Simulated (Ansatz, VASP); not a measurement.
**Te in VASP and in Ansatz**

```
Te
1.0
     2.48396    1.43412    1.45722
    -2.48396    1.43412    1.45722
     0.00000   -2.86823    1.45722
Te
1
Cartesian
  0.0000 0.0000 2.1858
```

Alike in both runs: task single point; functional r2SCAN; k mesh 18 × 18 × 18; occupations gaussian, width 0.15 eV; no spin polarisation.

|  | VASP | Ansatz |
| --- | --- | --- |
| version | VASP 6.6.1 | Ansatz 0.2.0 |
| potentials or method | VASP PAW PBE potentials, release 64 (Te), cutoff 520 eV | scalar-relativistic, plane waves, PAW |
| valence electrons in the cell | 6 | 16 |

Ansatz gave:

- gap on the k mesh at the Fermi level (eV): none
- pressure (GPa): -1.2
- traceless stress, the component that is largest in VASP (GPa): 2.43

Task: Estimate VASP's values.

Result: gap on the k mesh at the Fermi level (eV): none; pressure (GPa): -1.2; traceless stress, the component that is largest in VASP (GPa): 2.44.

VASP's potentials were made for PBE, not for r2SCAN. A gap of «none» marks a metal or a gap that the smearing closes. The functional is the same, so the differences come from potentials, cutoffs and numerics. VASP's potentials hold 6 valence electrons a cell and Ansatz's 16, so a difference there can come from the potentials and not from the codes.

Neither program's run includes spin-orbit coupling.
